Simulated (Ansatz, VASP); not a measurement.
## Two plane-wave programs on BP

```
B P
1.0
     3.00957    0.00000    0.00000
    -1.50479    2.60637    0.00000
     0.00000    0.00000    2.66180
B P
1 1
Cartesian
  0.0000 0.0000 0.0000
  0.0000 1.7376 1.3309
```

Alike in both runs: functional PBE; k mesh 13 × 13 × 11; occupations fermi-dirac, width 0.08 eV; no spin polarisation.

Ansatz relaxed the structure, and its values are those at the end. VASP's run is a single point on that final structure, the one shown.

|  | VASP | Ansatz |
| --- | --- | --- |
| version | VASP 6.6.1 | Ansatz 0.2.0 |
| potentials or method | VASP PAW PBE potentials, release 64 (B, P) | PAW with Ansatz's default frozen-core files, scalar-relativistic |
| plane-wave cutoff (eV) | 520 | 420 |
| valence electrons in the cell | 8 | 8 |

Ansatz gave:

```
pressure (GPa) : 0.0
```

Q: Which values does VASP return?

A: Pressure (GPa): -0.2.
